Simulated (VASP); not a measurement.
# PtS2 (P-3m1) in VASP: notebook, part 2 of 2

VASP 6.6.1.

### Step 3. Single point, PBEsol

This run uses another cell than the first one, of the same volume but with other edges.

INCAR reads:

```
SYSTEM = PtS2
PREC = Accurate ; ENCUT = 520
EDIFF = 1E-6 ; ISMEAR = 0
SIGMA = 0.05 ; LREAL = .False.
LASPH = .True. ; NELM = 100
ALGO = Normal ; ISIF = 2
LWAVE = .False. ; LCHARG = .False.
GGA = PS ; NBANDS = 18
```

KPOINTS reads:

```
Automatic mesh
0
Gamma
  12 12 8
  0 0 0
```

POSCAR reads:

```
PtS2
1.0
    3.5917424871      0.0000000000      0.0000000000
   -1.7958712435      3.1105402376      0.0000000000
    0.0000000000      0.0000000000      4.9035199064
Pt S
1 2
Direct
    0.0000000000      0.0000000000      0.0000000000
    0.3333333333      0.6666666667      0.2500000000
    0.6666666667      0.3333333333      0.7500000000
```

Potentials or basis: VASP PAW PBE potentials, release 64 (Pt, S).

The run is started by

```bash
$ cat potpaw_PBE.64/Pt/POTCAR potpaw_PBE.64/S/POTCAR > POTCAR
$ mpirun -np 1 vasp_std > vasp.out
```

OUTCAR:

```text
SYSTEM = PtS2
   PREC = Accurate
   ENCUT = 520
   EDIFF = 1E-6
   ISMEAR = 0
   LREAL = .False.
   LASPH = .True.
   NELM = 100
   ISIF = 2
   GGA = PS

 ion  position               nearest neighbor table
   1  0.000  0.000  0.000-   2 2.41   3 2.41   2 2.41   3 2.41   3 2.41   2 2.41
   2  0.333  0.667  0.250-   1 2.41   1 2.41   1 2.41
   3  0.667  0.333  0.750-   1 2.41   1 2.41   1 2.41

  LATTYP: Found a hexagonal cell.
 ALAT       =     3.5917424871
 C/A-ratio  =     1.3652203419

  Lattice vectors:

 A1 = (   3.5917424871,   0.0000000000,   0.0000000000)
 A2 = (  -1.7958712435,   3.1105402376,   0.0000000000)
 A3 = (   0.0000000000,   0.0000000000,   4.9035199064)

Analysis of symmetry for initial positions (statically):
=====================================================================
 Subroutine PRICEL returns:
 Original cell was already a primitive cell.

 Routine SETGRP: Setting up the symmetry group for a
 hexagonal supercell.

 Subroutine GETGRP returns: Found 12 space group operations
 (whereof 12 operations were pure point group operations)
 out of a pool of 24 trial point group operations.

The static configuration has the point symmetry D_3d.

Analysis of symmetry for dynamics (positions and initial velocities):
=====================================================================
 Subroutine PRICEL returns:
 Original cell was already a primitive cell.

 Routine SETGRP: Setting up the symmetry group for a
 hexagonal supercell.

 Subroutine GETGRP returns: Found 12 space group operations
 (whereof 12 operations were pure point group operations)
 out of a pool of 24 trial point group operations.

The dynamic configuration has the point symmetry D_3d.

 Subroutine INISYM returns: Found 12 space group operations
 (whereof 12 operations are pure point group operations),
 and found     1 'primitive' translations

----------------------------------------------------------------------------------------

                                     Primitive cell

  volume of cell :      54.7834

  direct lattice vectors                    reciprocal lattice vectors
     3.591742487  0.000000000  0.000000000     0.278416396  0.160743781  0.000000000
    -1.795871243  3.110540238  0.000000000     0.000000000  0.321487563  0.000000000
     0.000000000  0.000000000  4.903519906     0.000000000  0.000000000  0.203935136

  length of vectors
     3.591742487  3.591742487  4.903519906     0.321487563  0.321487563  0.203935136

  position of ions in fractional coordinates (direct lattice)
     0.000000000  0.000000000  0.000000000
     0.333333333  0.666666667  0.250000000
     0.666666667  0.333333333  0.750000000

  ion indices of the primitive-cell ions
   primitive index   ion index
                 1           1
                 2           2
                 3           3

----------------------------------------------------------------------------------------

 KPOINTS: Automatic mesh

Automatic generation of k-mesh.
 Grid dimensions read from file:
 generate k-points for:   12   12    8

 Generating k-lattice:

  Cartesian coordinates                     Fractional coordinates (reciprocal lattice)
     0.023201366  0.013395315  0.000000000     0.083333333  0.000000000  0.000000000
     0.000000000  0.026790630  0.000000000     0.000000000  0.083333333  0.000000000
     0.000000000  0.000000000  0.025491892     0.000000000  0.000000000  0.125000000

  Length of vectors
     0.026790630  0.026790630  0.025491892

  Shift w.r.t. Gamma in fractional coordinates (k-lattice)
     0.000000000  0.000000000  0.000000000

 Subroutine IBZKPT returns following result:
 ===========================================

 Found    131 irreducible k-points:

 Following reciprocal coordinates:
            Coordinates               Weight
  0.000000  0.000000  0.000000      1.000000
  0.083333 -0.000000  0.000000      6.000000
  0.166667 -0.000000  0.000000      6.000000
  0.250000 -0.000000  0.000000      6.000000
  0.333333 -0.000000  0.000000      6.000000
  0.416667 -0.000000  0.000000      6.000000
[... 16 lines left out ...]
  0.166667 -0.000000  0.125000      6.000000
  0.000000  0.166667  0.125000      6.000000
 [... further k-points ...]
   k-points           NKPTS =    131   k-points in BZ     NKDIM =    131   number of bands    NBANDS=     18
   number of dos      NEDOS =    301   number of ions     NIONS =      3
   total plane-waves  NPLWV =  28224
   dimension x,y,z NGX =    28 NGY =   28 NGZ =   36
   dimension x,y,z NGXF=    56 NGYF=   56 NGZF=   72
   ions per type =               1   2
   NGX,Y,Z   is equivalent  to a cutoff of  12.96, 12.96, 12.21 a.u.
   NGXF,Y,Z  is equivalent  to a cutoff of  25.92, 25.92, 24.41 a.u.
 SYSTEM =  PtS2
   PREC   = accura    normal or accurate (medium, high low for compatibility)
   ISTART =      0    job   : 0-new  1-cont  2-samecut
   ICHARG =      2    charge: 1-file 2-atom 10-const
   ISPIN  =      1    spin polarized calculation?
   LNONCOLLINEAR =      F non collinear calculations
   LSORBIT =      F    spin-orbit coupling
   LASPH  =      T    aspherical Exc in radial PAW
   ENCUT  =  520.0 eV  38.22 Ry    6.18 a.u.   6.68  6.68  9.12*2*pi/ulx,y,z
   NELM   =    100;   NELMIN=  2; NELMDL= -5     # of ELM steps
   EDIFF  = 0.1E-05   stopping-criterion for ELM
   LREAL  =      F    real-space projection
[... 7 lines left out ...]
   TEBEG  =    0.0;   TEEND  =   0.0 temperature during run
   PSTRESS=    0.0 pullay stress
   NELECT =      22.0000    total number of electrons
   NUPDOWN=      -1.0000    fix difference up-down
   EMIN   =  10.00;   EMAX   =-10.00  energy-range for DOS
   EFERMI =   0.00;   METHOD = LEGACY
   ISMEAR =     0;   SIGMA  =   0.05  broadening in eV -4-tet -1-fermi 0-gaus
   EFERMI_NEDOS =   21; number of points for ismear=-14 and -15
   IALGO  =     38    algorithm
   IMIX   =      4    mixing-type and parameters
     AMIX     =   0.40;   BMIX     =  1.00
     AMIX_MAG =   1.60;   BMIX_MAG =  1.00
  volume/ion in A,a.u.               =      18.26       123.23
  Fermi-wavevector in a.u.,A,eV,Ry     =   1.207812  2.282434 19.848319  1.458810
  Thomas-Fermi vector in A             =   2.343439
   LORBIT       =      0    0 simple, 1 ext, 2 COOP (PROOUT), +10 PAW based schemes
   GGA     = PS    functional components
   LHFCALC =     F    Hartree Fock is set to
   AEXX    =    0.0000 exact exchange contribution
   IVDW    =     0    specifies the selected vdW correction
   LEPSILON=     F    determine dielectric tensor
   LRPA    =     F    only Hartree local field effects (RPA)
 non-spin polarized calculation
 Gauss-broadening in eV      SIGMA  =   0.05
  energy-cutoff  :      520.00
  volume of cell :       54.78
 maximum number of plane-waves:      1506
 NGX is ok and might be reduce to    28

 number of electron      21.9999994 magnetization

 Free energy of the ion-electron system (eV)
  ---------------------------------------------------
  ext. energy  EPLUGINS =         0.00000000
  ---------------------------------------------------
  free energy    TOTEN  =       -16.97146822 eV

  energy without entropy =      -16.97146822  energy(sigma->0) =      -16.97146822

 E-fermi :   7.0670     XC(G=0): -10.9015

 val. band max:        6.9122904899   @ k =   0.0000   0.0000   0.0000
 cond. band min:       7.2379254919   @ k =   0.0000   0.3333   0.2500
 fundamental gap:      0.3256350021
 Fermi energy:         7.0670046385

 k-point     1 :       0.0000    0.0000    0.0000
  band No.  band energies     occupation
      1      -8.5022      2.00000
      2      -5.4830      2.00000
      3      -0.2494      2.00000
      4       0.2353      2.00000
      5       0.2353      2.00000
      6       2.9734      2.00000
[... 10 lines left out ...]
     17      14.5302      0.00000
     18      19.4814      0.00000
[... 463 lines left out ...]
 k-point    24 :       0.0000    0.1667    0.1250
  band No.  band energies     occupation
      1      -8.1184      2.00000
      2      -5.7605      2.00000
      3       0.0092      2.00000
      4       0.4208      2.00000
      5       0.7700      2.00000
      6       2.3054      2.00000
[... 10 lines left out ...]
     17      15.8466      0.00000
     18      16.0105      0.00000

 [... further k-points ...]

------------------------ aborting loop because EDIFF is reached ----------------------------------------

  FORCE on cell =-STRESS in cart. coord.  units (eV):
  Direction    XX          YY          ZZ          XY          YZ          ZX
  --------------------------------------------------------------------------------------
  -------------------------------------------------------------------------------------
  Total       -1.6455479     -1.6455479     -1.3575146     -0.0000000      0.0000000      0.0000000
  in kB      -48.1251567    -48.1251567    -39.7014297     -0.0000000      0.0000000      0.0000000
  external PRESSURE =     -45.3172477 kB  Pullay stress =       0.0000000 kB

 VOLUME and BASIS-vectors are now :
 -----------------------------------------------------------------------------
  energy-cutoff  :      520.00
  volume of cell :       54.78
      direct lattice vectors                 reciprocal lattice vectors
     3.591742487  0.000000000  0.000000000     0.278416396  0.160743781  0.000000000
    -1.795871243  3.110540238  0.000000000     0.000000000  0.321487563  0.000000000
     0.000000000  0.000000000  4.903519906     0.000000000  0.000000000  0.203935136

 POSITION                                       TOTAL-FORCE (eV/Angst)
 -----------------------------------------------------------------------------------
      0.00000      0.00000      0.00000         0.000000      0.000000      0.000000
     -0.00000      2.07369      1.22588        -0.000000      0.000000     -0.482938
      1.79587      1.03685      3.67764         0.000000     -0.000000      0.482938
 -----------------------------------------------------------------------------------
    total drift:                               -0.000000     -0.000000     -0.000000

  FREE ENERGIE OF THE ION-ELECTRON SYSTEM (eV)
  ---------------------------------------------------
  free  energy   TOTEN  =       -16.9714682212 eV

  energy  without entropy=      -16.9714682176  energy(sigma->0) =      -16.97146822
```

It took 35 s on 1 thread of Intel Xeon 6975P-C (Granite Rapids), shared host; peak memory 0.26 GiB.

Results:

```yaml
Free_energy: -16.9715 eV
Pressure: -4.5 GPa
Largest_force: 0.483 eV/Å
Band_gap_on_the_k_mesh: 0.33 eV, indirect (least direct gap 0.66 eV)
```

Forces on the atoms (eV/Å):
```
Pt   0.000  0.000  0.000
S    0.000  0.000 -0.483
S    0.000  0.000  0.483
```

Caveat: the PAW data sets were made with another functional, which shifts forces and pressure a little; spin-orbit coupling is left out, which moves the levels of the heavy elements. A k mesh can miss the band edges.

### Step 4. Single point, PBEsol

This run uses another cell than the first one, of the same volume but with other edges.

INCAR reads:

```
SYSTEM = PtS2
PREC     = Accurate       ! precision mode
ENCUT    = 520            ! plane-wave cutoff, eV
EDIFF    = 1E-7           ! SCF threshold, eV
ISMEAR   = 0              ! smearing method
SIGMA    = 0.05           ! smearing width, eV
LREAL    = .False.        ! projectors in reciprocal space
LASPH    = .True.         ! aspherical terms in the spheres
NELM     = 60             ! most SCF steps
ALGO     = Normal         ! electronic algorithm
ISIF     = 2              ! what is computed and relaxed
LWAVE    = .False.        ! write WAVECAR
LCHARG   = .False.        ! write CHGCAR
GGA      = PS             ! functional
NBANDS   = 18             ! bands
```

KPOINTS is that of step 3.

POSCAR reads:

```
PtS2
1.0
    3.4860411020      0.0000000000      0.0000000000
   -1.7430205510      3.0190001530      0.0000000000
    0.0000000000      0.0000000000      5.2053905590
Pt S
1 2
Direct
    0.0000000000      0.0000000000      0.0000000000
    0.3333333333      0.6666666667      0.2500000000
    0.6666666667      0.3333333333      0.7500000000
```

The run is started by

```bash
$ cat potpaw_PBE.64/Pt/POTCAR potpaw_PBE.64/S/POTCAR > POTCAR
$ mpirun -np 1 vasp_std > vasp.out
```

Wall time 45 s (1 thread of Intel Xeon 6975P-C (Granite Rapids), shared host); peak memory 0.27 GiB.

Results (log left out):

* Free energy: -16.9194 eV
* Pressure: -1.5 GPa
* Largest force: 0.733 eV/Å
* Band gap on the k mesh: 0.65 eV, indirect (least direct gap 0.85 eV)

Forces in eV/Å, atoms in the order of the input:
```
Pt   0.000  0.000  0.000
S    0.000  0.000 -0.733
S    0.000  0.000  0.733
```

Stress tensor (GPa, compression positive):
```
 0.47  0.00  0.00
 0.00  0.47  0.00
 0.00  0.00 -5.43
```

Levels at points of the mesh, in eV from the valence-band top:
```csv
k point,band 9,band 10,band 11,band 12,band 13,band 14
"(0.00, 0.00, 0.00)",-0.86,-0.86,-0.01,2.00,2.00,4.75
"(0.50, 0.00, 0.00)",-2.88,-2.84,-2.32,1.45,2.52,5.46
"(0.00, 0.00, 0.50)",-1.22,-1.13,-1.13,2.58,2.58,5.58
"(0.50, 0.00, 0.50)",-2.46,-2.40,-1.53,1.59,2.36,4.80
```

Caveat: the PAW data sets were made with another functional, which shifts forces and pressure a little; spin-orbit coupling is left out, which moves the levels of the heavy elements. A k mesh can miss the band edges.

### Step 5. Summary

```tsv
cell	gap on the mesh (eV)	pressure (GPa)	largest force (eV/Å)
a = 3.432, b = 3.432, c = 5.369 Å, angles 90.0, 90.0, 120.0°, 3 atoms	0.71	-0.1	0.87
a = 3.592, b = 3.592, c = 4.904 Å, angles 90.0, 90.0, 120.0°, 3 atoms	0.33	-4.5	0.48
a = 3.486, b = 3.486, c = 5.205 Å, angles 90.0, 90.0, 120.0°, 3 atoms	0.65	-1.5	0.73
```

Alike in all rows: task single point; level PBEsol; potentials or basis VASP PAW PBE potentials, release 64 (Pt, S); no spin polarisation; k mesh 12 × 12 × 8; cutoff (eV) 520; smearing gaussian 0.05 eV.

Caveats: the PAW data sets were made with another functional, which shifts forces and pressure a little; spin-orbit coupling is left out, which moves the levels of the heavy elements.

Total energies depend on the potentials used, so only differences within one code and one set of settings carry meaning.
